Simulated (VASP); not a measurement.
P: single point with PBE+D3(BJ)

P:

```
P
1.0
     2.40726    0.04514    0.00000
     0.04514    2.40726    0.00000
     0.00000    0.00000    2.40737
P
1
Direct
  0.00000 0.00000 0.00000
```

```json
{
  "Program": "VASP 6.6.1",
  "Task": "single point",
  "Functional": "PBE",
  "Dispersion": "D3(BJ)",
  "Potentials or basis": "VASP PAW PBE potentials, release 64 (P)",
  "Cutoff": "520 eV",
  "k mesh": "24 × 24 × 24",
  "Occupations": "methfessel-paxton, width 0.15 eV",
  "Spin": "no spin polarisation"
}
```

* Pressure: -0.4 GPa
* Band gap on the k mesh: zero (an odd number of electrons rules out a gap without spin polarisation)
* Dispersion energy per atom: -0.507 eV

Stress tensor (GPa, compression positive):
```
-0.44 -2.34  0.00
-2.34 -0.44  0.00
 0.00  0.00 -0.31
```

Levels at points of the mesh, in eV from the Fermi level:
```csv
k point,band 1,band 2,band 3,band 4,band 5,band 6,band 7
"(0.00, 0.00, 0.00)",-16.95,5.13,5.25,5.41,6.74,6.77,14.81
"(0.50, 0.00, 0.00)",-12.40,-9.04,8.20,8.26,9.36,14.54,14.54
"(0.50, 0.50, 0.00)",-7.47,-5.83,-5.12,0.76,11.05,16.91,17.45
"(0.00, 0.00, 0.50)",-12.40,-9.04,8.13,8.42,9.42,14.43,14.69
"(0.50, 0.00, 0.50)",-7.44,-5.48,-5.48,0.73,11.00,16.72,17.12
"(0.50, 0.50, 0.50)",-2.56,-2.25,-1.89,-1.20,4.20,4.58,4.89
```

Wall time 94 s on 1 thread of Intel(R) Xeon(R) Platinum 8124M CPU @ 3.00GHz (Skylake/Cascade Lake) (shared host), peak memory 0.29 GiB.

Caveat: an odd number of electrons without spin polarisation forces a metal; a magnetic or distorted state may lie lower.
